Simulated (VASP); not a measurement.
# KF (Fmmm) in VASP: a series of runs

Runs on KF. Level: PBE. Tasks: single point.

Everything below comes from runs of VASP 6.6.1. Logs are shortened: lines on timing, memory, paths and dates and some standing lists are left out, and cuts for length are marked.

**1. The cell of the first run**

Symmetry: Fmmm, No. 69, orthorhombic system. Conventional cell: a = 5.421 Å, b = 5.611 Å, c = 6.031 Å, α = 90.00°, β = 90.00°, γ = 90.00°. Within 3.6 Å of K (site symmetry mmm) lie 6 F at 2.71 to 3.02 Å. F (site symmetry mmm) has 6 K at 2.71 to 3.02 Å within 3.6 Å.

**2. Single point, PBE (normal strain along x +0.0350, normal strain along z +0.1125)**

Input file INCAR:

```
PREC     = Accurate       # precision mode
ENCUT    = 520            # plane-wave cutoff, eV
EDIFF    = 1E-7           # SCF threshold, eV
ISMEAR   = 0              # smearing method
SIGMA    = 0.05           # smearing width, eV
LREAL    = False          # projectors in reciprocal space
LASPH    = True           # aspherical terms in the spheres
NELM     = 80             # most SCF steps
ALGO     = Normal         # electronic algorithm
ISIF     = 2              # what is computed and relaxed
LWAVE    = False          # write WAVECAR
LCHARG   = False          # write CHGCAR
GGA      = PE             # functional
NBANDS   = 15             # bands
```

Input file KPOINTS:

```
Automatic mesh
0
Gamma
  8 8 8
```

Input file POSCAR:

```
KF
1.0
    0.0000000000      2.7105354767      3.0154707178
    2.8054042184      0.0000000000      3.0154707178
    2.8054042184      2.7105354767      0.0000000000
K F
1 1
Direct
    0.0000000000      0.0000000000      0.0000000000
    0.5000000000      0.5000000000      0.5000000000
```

Potentials or basis: VASP PAW PBE potentials, release 64 (K_sv, F).

Launch:

```bash
cat potpaw_PBE.64/K_sv/POTCAR potpaw_PBE.64/F/POTCAR > POTCAR
mpirun -np 1 vasp_std > vasp.out
```

OUTCAR:

```text
PREC = Accurate
   ENCUT = 520
   EDIFF = 1E-7
   ISMEAR = 0
   LREAL = False
   LASPH = True
   NELM = 80
   ISIF = 2
   GGA = PE

 ion  position               nearest neighbor table
   1  0.000  0.000  0.000-   2 2.71   2 2.71   2 2.81   2 2.81
   2  0.500  0.500  0.500-   1 2.71   1 2.71   1 2.81   1 2.81

  LATTYP: Found a face centered orthorhombic cell.
 ALAT       =     5.4210709534
 B/A-ratio  =     1.0350000000
 C/A-ratio  =     1.1125000000

  Lattice vectors:

 A1 = (   2.8054042184,   0.0000000000,  -3.0154707178)
 A2 = (   0.0000000000,   2.7105354767,  -3.0154707178)
 A3 = (   2.8054042184,   2.7105354767,   0.0000000000)

Analysis of symmetry for initial positions (statically):
=====================================================================
 Subroutine PRICEL returns:
 Original cell was already a primitive cell.

 Routine SETGRP: Setting up the symmetry group for a
 face centered orthorhombic supercell.

 Subroutine GETGRP returns: Found  8 space group operations
 (whereof  8 operations were pure point group operations)
 out of a pool of  8 trial point group operations.

The static configuration has the point symmetry D_2h.

Analysis of symmetry for dynamics (positions and initial velocities):
=====================================================================
 Subroutine PRICEL returns:
 Original cell was already a primitive cell.

 Routine SETGRP: Setting up the symmetry group for a
 face centered orthorhombic supercell.

 Subroutine GETGRP returns: Found  8 space group operations
 (whereof  8 operations were pure point group operations)
 out of a pool of  8 trial point group operations.

The dynamic configuration has the point symmetry D_2h.

 Subroutine INISYM returns: Found  8 space group operations
 (whereof  8 operations are pure point group operations),
 and found     1 'primitive' translations

----------------------------------------------------------------------------------------

                                     Primitive cell

  volume of cell :      45.8602

  direct lattice vectors                    reciprocal lattice vectors
     0.000000000  2.710535477  3.015470718    -0.178227436  0.184465396  0.165811592
     2.805404218  0.000000000  3.015470718     0.178227436 -0.184465396  0.165811592
     2.805404218  2.710535477  0.000000000     0.178227436  0.184465396 -0.165811592

  length of vectors
     4.054635153  4.118659549  3.900935195     0.305427545  0.305427545  0.305427545

  position of ions in fractional coordinates (direct lattice)
     0.000000000  0.000000000  0.000000000
     0.500000000  0.500000000  0.500000000

  ion indices of the primitive-cell ions
   primitive index   ion index
                 1           1
                 2           2

----------------------------------------------------------------------------------------

 KPOINTS: Automatic mesh

Automatic generation of k-mesh.
 Grid dimensions read from file:
 generate k-points for:    8    8    8

 Generating k-lattice:

  Cartesian coordinates                     Fractional coordinates (reciprocal lattice)
    -0.022278429  0.023058174  0.020726449     0.125000000  0.000000000  0.000000000
     0.022278429 -0.023058174  0.020726449    -0.000000000  0.125000000 -0.000000000
     0.022278429  0.023058174 -0.020726449     0.000000000 -0.000000000  0.125000000

  Length of vectors
     0.038178443  0.038178443  0.038178443

  Shift w.r.t. Gamma in fractional coordinates (k-lattice)
     0.000000000  0.000000000  0.000000000

 Subroutine IBZKPT returns following result:
 ===========================================

 Found     95 irreducible k-points:

 Following reciprocal coordinates:
            Coordinates               Weight
  0.000000  0.000000  0.000000      1.000000
  0.125000  0.000000  0.000000      8.000000
  0.250000  0.000000  0.000000      8.000000
  0.375000 -0.000000  0.000000      8.000000
  0.500000  0.000000  0.000000      4.000000
  0.125000  0.125000  0.000000      2.000000
[... 16 lines left out ...]
  0.250000  0.000000  0.125000      8.000000
  0.375000 -0.000000  0.125000      8.000000
 [... further k-points ...]
   k-points           NKPTS =     95   k-points in BZ     NKDIM =     95   number of bands    NBANDS=     15
   number of dos      NEDOS =    301   number of ions     NIONS =      2
   total plane-waves  NPLWV =  28800
   dimension x,y,z NGX =    30 NGY =   32 NGZ =   30
   dimension x,y,z NGXF=    60 NGYF=   64 NGZF=   60
   ions per type =               1   1
   NGX,Y,Z   is equivalent  to a cutoff of  12.30, 12.92, 12.79 a.u.
   NGXF,Y,Z  is equivalent  to a cutoff of  24.60, 25.83, 25.57 a.u.
 SYSTEM =  unknown system
   PREC   = accura    normal or accurate (medium, high low for compatibility)
   ISTART =      0    job   : 0-new  1-cont  2-samecut
   ICHARG =      2    charge: 1-file 2-atom 10-const
   ISPIN  =      1    spin polarized calculation?
   LNONCOLLINEAR =      F non collinear calculations
   LSORBIT =      F    spin-orbit coupling
   LASPH  =      T    aspherical Exc in radial PAW
   ENCUT  =  520.0 eV  38.22 Ry    6.18 a.u.   7.54  7.66  7.25*2*pi/ulx,y,z
   NELM   =     80;   NELMIN=  2; NELMDL= -5     # of ELM steps
   EDIFF  = 0.1E-06   stopping-criterion for ELM
   LREAL  =      F    real-space projection
   EDIFFG = 0.1E-05   stopping-criterion for IOM
   NSW    =      0    number of steps for IOM
   IBRION =     -1    ionic relax: 0-MD 1-quasi-New 2-CG
   NFREE  =      0    steps in history (QN), initial steepest desc. (CG)
   ISIF   =      2    stress and relaxation
   ISYM   =      2    0-nonsym 1-usesym 2-fastsym
   POTIM  = 0.5000    time-step for ionic-motion
   TEBEG  =    0.0;   TEEND  =   0.0 temperature during run
   PSTRESS=    0.0 pullay stress
   NELECT =      16.0000    total number of electrons
   NUPDOWN=      -1.0000    fix difference up-down
   EMIN   =  10.00;   EMAX   =-10.00  energy-range for DOS
   EFERMI =   0.00;   METHOD = LEGACY
   ISMEAR =     0;   SIGMA  =   0.05  broadening in eV -4-tet -1-fermi 0-gaus
   EFERMI_NEDOS =   21; number of points for ismear=-14 and -15
   IALGO  =     38    algorithm
   IMIX   =      4    mixing-type and parameters
     AMIX     =   0.40;   BMIX     =  1.00
     AMIX_MAG =   1.60;   BMIX_MAG =  1.00
  volume/ion in A,a.u.               =      22.93       154.74
  Fermi-wavevector in a.u.,A,eV,Ry     =   1.152488  2.177886 18.071636  1.328228
  Thomas-Fermi vector in A             =   2.289138
   LORBIT       =      0    0 simple, 1 ext, 2 COOP (PROOUT), +10 PAW based schemes
   GGA     = PE    functional components
   LHFCALC =     F    Hartree Fock is set to
   AEXX    =    0.0000 exact exchange contribution
   IVDW    =     0    specifies the selected vdW correction
   LEPSILON=     F    determine dielectric tensor
   LRPA    =     F    only Hartree local field effects (RPA)
 non-spin polarized calculation
 Gauss-broadening in eV      SIGMA  =   0.05
  energy-cutoff  :      520.00
  volume of cell :       45.86
 maximum number of plane-waves:      1259
   NGX = 15   NGY = 15   NGZ = 15

 number of electron      16.0000003 magnetization

 Free energy of the ion-electron system (eV)
  ---------------------------------------------------
  ext. energy  EPLUGINS =         0.00000000
  ---------------------------------------------------
  free energy    TOTEN  =        -8.22886084 eV

  energy without entropy =       -8.22886084  energy(sigma->0) =       -8.22886084

 E-fermi :  -2.9737     XC(G=0):  -7.5958

 val. band max:       -3.1908030830   @ k =   0.0000   0.0000   0.0000
 cond. band min:       2.0596997399   @ k =   0.0000   0.0000   0.0000
 fundamental gap:      5.2505028229
 Fermi energy:        -2.9736764777

 k-point     1 :       0.0000    0.0000    0.0000
  band No.  band energies     occupation
      1     -29.8859      2.00000
      2     -21.7938      2.00000
      3     -13.2774      2.00000
      4     -13.2226      2.00000
      5     -13.2105      2.00000
      6      -3.2504      2.00000
      7      -3.2215      2.00000
      8      -3.1908      2.00000
      9       2.0597      0.00000
     10       6.6740      0.00000
     11       7.0298      0.00000
     12       7.1793      0.00000
     13       8.0203      0.00000
     14       8.7883      0.00000
     15      12.5658      0.00000

 k-point     2 :       0.1250    0.0000    0.0000
  band No.  band energies     occupation
      1     -29.8800      2.00000
      2     -21.7986      2.00000
      3     -13.2927      2.00000
      4     -13.2365      2.00000
      5     -13.2127      2.00000
      6      -3.3314      2.00000
      7      -3.2693      2.00000
      8      -3.2426      2.00000
      9       2.4248      0.00000
     10       6.6580      0.00000
     11       7.0351      0.00000
     12       7.2841      0.00000
     13       8.1310      0.00000
     14       8.8825      0.00000
     15      13.1818      0.00000

 k-point     3 :       0.2500    0.0000    0.0000
  band No.  band energies     occupation
      1     -29.8656      2.00000
      2     -21.8106      2.00000
      3     -13.3409      2.00000
      4     -13.2646      2.00000
      5     -13.2115      2.00000
      6      -3.5618      2.00000
      7      -3.3451      2.00000
      8      -3.3391      2.00000
      9       3.3676      0.00000
     10       6.3171      0.00000
     11       7.3735      0.00000
     12       7.7004      0.00000
     13       8.5325      0.00000
     14       9.1707      0.00000
     15      13.4976      0.00000
[... 343 lines left out ...]
 k-point    23 :       0.2500    0.0000    0.1250
  band No.  band energies     occupation
      1     -29.8643      2.00000
      2     -21.8125      2.00000
      3     -13.3230      2.00000
      4     -13.2816      2.00000
      5     -13.2152      2.00000
      6      -3.5830      2.00000
      7      -3.3256      2.00000
      8      -3.3023      2.00000
      9       3.2628      0.00000
     10       6.1200      0.00000
     11       7.5103      0.00000
     12       7.7078      0.00000
     13       8.5429      0.00000
     14       9.0958      0.00000
     15      14.0310      0.00000

 k-point    24 :       0.3750   -0.0000    0.1250
  band No.  band energies     occupation
      1     -29.8502      2.00000
      2     -21.8203      2.00000
      3     -13.3798      2.00000
      4     -13.3049      2.00000
      5     -13.2314      2.00000
      6      -3.7168      2.00000
      7      -3.4151      2.00000
      8      -3.3770      2.00000
      9       4.3352      0.00000
     10       5.8573      0.00000
     11       7.8526      0.00000
     12       8.0566      0.00000
     13       9.2648      0.00000
     14       9.4541      0.00000
     15      12.2940      0.00000

 [... further k-points ...]

------------------------ aborting loop because EDIFF is reached ----------------------------------------

  FORCE on cell =-STRESS in cart. coord.  units (eV):
  Direction    XX          YY          ZZ          XY          YZ          ZX
  --------------------------------------------------------------------------------------
  -------------------------------------------------------------------------------------
  Total       -0.7498475     -0.4789605     -0.9737595     -0.0000000      0.0000000      0.0000000
  in kB      -26.1967795    -16.7330318    -34.0193978     -0.0000000      0.0000000      0.0000000
  external PRESSURE =     -25.6497364 kB  Pullay stress =       0.0000000 kB

 VOLUME and BASIS-vectors are now :
 -----------------------------------------------------------------------------
  energy-cutoff  :      520.00
  volume of cell :       45.86
      direct lattice vectors                 reciprocal lattice vectors
     0.000000000  2.710535477  3.015470718    -0.178227436  0.184465396  0.165811592
     2.805404218  0.000000000  3.015470718     0.178227436 -0.184465396  0.165811592
     2.805404218  2.710535477  0.000000000     0.178227436  0.184465396 -0.165811592

 POSITION                                       TOTAL-FORCE (eV/Angst)
 -----------------------------------------------------------------------------------
      0.00000      0.00000      0.00000         0.000000      0.000000      0.000000
      2.80540      2.71054      3.01547        -0.000000      0.000000      0.000000
 -----------------------------------------------------------------------------------
    total drift:                                0.000000      0.000000      0.000000

  FREE ENERGIE OF THE ION-ELECTRON SYSTEM (eV)
  ---------------------------------------------------
  free  energy   TOTEN  =        -8.2288608391 eV

  energy  without entropy=       -8.2288608391  energy(sigma->0) =       -8.22886084
```

It took 82 s on 1 thread of Intel Xeon Platinum 8259CL at 2.50GHz (Skylake/Cascade Lake), shared host; peak memory 0.21 GiB.

What came out:

| Item | Value |
| --- | --- |
| Free energy | -8.2289 eV |
| Pressure | -2.6 GPa |
| Band gap on the k mesh | 5.25 eV |

Stress tensor (GPa, compression positive):
```
-2.62  0.00  0.00
 0.00 -1.67  0.00
 0.00  0.00 -3.40
```

Caveat: the cell differs from its parent crystal (normal strain along x +0.0350, normal strain along z +0.1125).

**3. Single point, PBE (normal strain along x +0.0350, normal strain along z +0.1500)**

Input file INCAR:

```
SYSTEM = KF
ALGO = Normal ; EDIFF = 1E-6
ENCUT = 520 ; GGA = PE
ISIF = 2 ; ISMEAR = 0
LASPH = .True. ; LCHARG = .False.
LREAL = .False. ; LWAVE = .False.
NBANDS = 15 ; NELM = 60
PREC = Accurate ; SIGMA = 0.05
```

Input file KPOINTS:

```
k-points
0
Gamma
  8 8 8
  0 0 0
```

Input file POSCAR:

```
KF
1.0
    0.0000000000      2.7105354767      3.1171157982
    2.8054042184      0.0000000000      3.1171157982
    2.8054042184      2.7105354767      0.0000000000
K F
1 1
Direct
    0.0000000000      0.0000000000      0.0000000000
    0.5000000000      0.5000000000      0.5000000000
```

Potentials or basis: VASP PAW PBE potentials, release 64 (K_sv, F).

Launch:

```bash
cat potpaw_PBE.64/K_sv/POTCAR potpaw_PBE.64/F/POTCAR > POTCAR
mpirun -np 1 vasp_std > vasp.out
```

Run time: 73 s. Hardware: 1 thread of Intel Xeon Platinum 8259CL at 2.50GHz (Skylake/Cascade Lake), shared host; peak memory 0.21 GiB.

It converged, with:

```
Free energy            : -8.1969 eV
Pressure               : -2.8 GPa
Band gap on the k mesh : 5.11 eV
```

Stress tensor (GPa, compression positive):
```
-2.83  0.00  0.00
 0.00 -1.95  0.00
 0.00  0.00 -3.51
```

Levels at points of the mesh, in eV from the valence-band top:
| k point | band 6 | band 7 | band 8 | band 9 | band 10 | band 11 |
| --- | --- | --- | --- | --- | --- | --- |
| (0.00, 0.00, 0.00) | -0.06 | -0.03 | 0.00 | 5.11 | 9.70 | 10.21 |
| (0.50, 0.00, 0.00) | -0.63 | -0.27 | -0.24 | 8.09 | 9.06 | 10.80 |
| (0.50, 0.50, 0.00) | -0.36 | -0.08 | -0.05 | 8.20 | 9.11 | 9.44 |
| (0.50, 0.00, 0.50) | -0.21 | -0.15 | -0.13 | 7.78 | 9.25 | 10.69 |
| (0.00, 0.50, 0.50) | -0.27 | -0.13 | -0.09 | 7.93 | 9.14 | 10.37 |

Caveat: the cell differs from its parent crystal (normal strain along x +0.0350, normal strain along z +0.1500). A k mesh can miss the band edges.

**4. Single point, PBE (normal strain along x +0.0525, normal strain along z +0.1500)**

Input file INCAR:

```
  PREC = Accurate
  ENCUT = 520
  EDIFF = 1E-6
  ISMEAR = 0
  SIGMA = 0.05
  LREAL = F
  LASPH = T
  NELM = 100
  ALGO = Normal
  ISIF = 2
  LWAVE = F
  LCHARG = F
  GGA = PE
  NBANDS = 15
```

Input file KPOINTS:

```
regular mesh
0
Gamma
  8 8 8
```

Input file POSCAR:

```
KF
1.0
    0.0000000000      2.7105354767      3.1171157982
    2.8528385892      0.0000000000      3.1171157982
    2.8528385892      2.7105354767      0.0000000000
K F
1 1
Direct
    0.0000000000      0.0000000000      0.0000000000
    0.5000000000      0.5000000000      0.5000000000
```

Potentials or basis: VASP PAW PBE potentials, release 64 (K_sv, F).

Launch:

```bash
cat potpaw_PBE.64/K_sv/POTCAR potpaw_PBE.64/F/POTCAR > POTCAR
mpirun -np 1 vasp_std > vasp.out
```

OUTCAR:

```text
PREC = Accurate
   ENCUT = 520
   EDIFF = 1E-6
   ISMEAR = 0
   LREAL = F
   LASPH = T
   NELM = 100
   ISIF = 2
   GGA = PE

 ion  position               nearest neighbor table
   1  0.000  0.000  0.000-   2 2.71   2 2.71   2 2.85   2 2.85
   2  0.500  0.500  0.500-   1 2.71   1 2.71   1 2.85   1 2.85

  LATTYP: Found a face centered orthorhombic cell.
 ALAT       =     5.4210709534
 B/A-ratio  =     1.0525000000
 C/A-ratio  =     1.1500000000

  Lattice vectors:
[... 617 lines left out ...]

 [... further k-points ...]

------------------------ aborting loop because EDIFF is reached ----------------------------------------

  FORCE on cell =-STRESS in cart. coord.  units (eV):
  Direction    XX          YY          ZZ          XY          YZ          ZX
  --------------------------------------------------------------------------------------
  -------------------------------------------------------------------------------------
  Total       -0.9787423     -0.6461150     -1.0797903      0.0000000      0.0000000      0.0000000
  in kB      -32.5284743    -21.4736173    -35.8868037      0.0000000      0.0000000      0.0000000
  external PRESSURE =     -29.9629651 kB  Pullay stress =       0.0000000 kB

 VOLUME and BASIS-vectors are now :
 -----------------------------------------------------------------------------
  energy-cutoff  :      520.00
  volume of cell :       48.21
      direct lattice vectors                 reciprocal lattice vectors
     0.000000000  2.710535477  3.117115798    -0.175264034  0.184465396  0.160404692
     2.852838589  0.000000000  3.117115798     0.175264034 -0.184465396  0.160404692
     2.852838589  2.710535477  0.000000000     0.175264034  0.184465396 -0.160404692

 POSITION                                       TOTAL-FORCE (eV/Angst)
 -----------------------------------------------------------------------------------
      0.00000      0.00000      0.00000         0.000000     -0.000000     -0.000000
      2.85284      2.71054      3.11712        -0.000000      0.000000      0.000000
 -----------------------------------------------------------------------------------
    total drift:                                0.000000     -0.000000      0.000000

  FREE ENERGIE OF THE ION-ELECTRON SYSTEM (eV)
  ---------------------------------------------------
  free  energy   TOTEN  =        -8.1823653758 eV

  energy  without entropy=       -8.1823653758  energy(sigma->0) =       -8.18236538
```

stdout:

```text
POSCAR found type information on POSCAR K F
 POSCAR found :  2 types and       2 ions
 scaLAPACK will be used
 LDA part: xc-table for (Slater+PW92), standard interpolation
 POSCAR, INCAR and KPOINTS ok, starting setup
 FFT: planning ... GRIDC
 FFT: planning ... GRID_SOFT
 FFT: planning ... GRID
 WAVECAR not read
 entering main loop
```

It took 94 s on 1 thread of Intel Xeon Platinum 8259CL at 2.50GHz (Skylake/Cascade Lake), shared host; peak memory 0.22 GiB.

Results:

```
Free energy            : -8.1824 eV
Pressure               : -3.0 GPa
Band gap on the k mesh : 5.04 eV
```

Caveat: the cell differs from its parent crystal (normal strain along x +0.0525, normal strain along z +0.1500). A k mesh can miss the band edges.

(Continued in part 2 of 2.)
